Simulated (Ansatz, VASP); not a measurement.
Two plane-wave programs on AlCo

Contents of INCAR:

```
ALGO = Fast
EDIFF = 1E-7
ENCUT = 520
GGA = PE
ISIF = 2
ISMEAR = 0
LASPH = T
LCHARG = F
LREAL = F
LWAVE = F
NBANDS = 13
NELM = 80
PREC = Accurate
SIGMA = 0.15
```

The input KPOINTS:

```
k-points
0
Gamma
  22 22 22
```

File POSCAR:

```
AlCo
1.0
    2.6807882648      0.0000000000      0.0000000000
    0.0000000000      2.6807882648      0.0000000000
    0.0000000000      0.0000000000      2.8519024094
Al Co
1 1
Direct
    0.0000000000      0.0000000000      0.0000000000
    0.5000000000      0.5000000000      0.5000000000
```

Input for Ansatz:

```yaml
crystal:
  lattice:
    - [2.6807882648, 0.0, 0.0]
    - [0.0, 2.6807882648, 0.0]
    - [0.0, 0.0, 2.8519024094]
  atoms:
    - { symbol: Al, position: [0.0, 0.0, 0.0] }
    - { symbol: Co, position: [0.5, 0.5, 0.5] }
basis:
  ecutwfc: 420
kpoints:
  mp_grid: { grid: [22, 22, 22] }
hamiltonian:
  xc: pbe
scf:
  occupations: { method: gaussian, width: 0.15 }
output:
  forces: true
  stress: true
  eigenvalues: true
```

Change from the starting cell: strain -0.0600 x Voigt [1, 1, 0, 0, 0, 0], atoms carried along.

Alike in both runs: task single point; functional PBE; k mesh 22 × 22 × 22; occupations gaussian, width 0.15 eV; no spin polarisation.

|  | VASP | Ansatz |
| --- | --- | --- |
| version | VASP 6.6.1 | Ansatz 0.2.0 |
| potentials or method | VASP PAW PBE potentials, release 64 (Al, Co), cutoff 520 eV | scalar-relativistic, plane waves, PAW |
| valence electrons in the cell | 12 | 20 |

|  | VASP | Ansatz | Ansatz less VASP |
| --- | --- | --- | --- |
| gap on the k mesh at the Fermi level (eV) | none | none | - |
| pressure (GPa) | 29.4 | 29.5 | +0.19 |
| traceless stress, the component that is largest in VASP (GPa) | -7.52 | -7.54 | -0.016 |

A gap of «none» marks a metal or a gap that the smearing closes. Both programs put the cell under a high pressure, so it lies far from rest at this level. VASP's potentials hold 12 valence electrons a cell and Ansatz's 20, so a difference there can come from the potentials and not from the codes.
